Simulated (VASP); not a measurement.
Here is a VASP 6.6.1 calculation.

INCAR

```
PREC = Accurate
ENCUT = 520
EDIFF = 1E-7
ISMEAR = 0
SIGMA = 0.1
LREAL = F
LASPH = T
NELM = 80
ALGO = Fast
ISIF = 2
LWAVE = F
LCHARG = F
GGA = PE
NBANDS = 30
```

Contents of KPOINTS:

```
regular mesh
0
Gamma
  6 6 4
```

Contents of POSCAR:

```
Y2ScAu
1.0
    3.6789225767      0.0000000000      0.0000000000
   -1.8394612884      3.1860404100      0.0000000000
    0.0000000000      0.0000000000      9.5593672036
Y Sc Au
2 1 1
Direct
    0.3333333333      0.6666666667      0.2166531793
    0.6666666667      0.3333333333      0.7833468207
    0.0000000000      0.0000000000      0.5000000000
    0.0000000000      0.0000000000      0.0000000000
```

Potentials or basis: VASP PAW PBE potentials, release 64 (Y_sv, Sc_sv, Au).

Command:

```bash
$ cat potpaw_PBE.64/Y_sv/POTCAR potpaw_PBE.64/Sc_sv/POTCAR potpaw_PBE.64/Au/POTCAR > POTCAR
$ mpirun -np 1 vasp_std > vasp.out
```

(1) Estimate the pressure.

(2) Predict the band gap on the k mesh.

## Answers

(1) 0.2 GPa.

(2) zero (bands 22 and 23 overlap by 1.51 eV).

Caveat: spin-orbit coupling is left out, which moves the levels of the heavy elements.
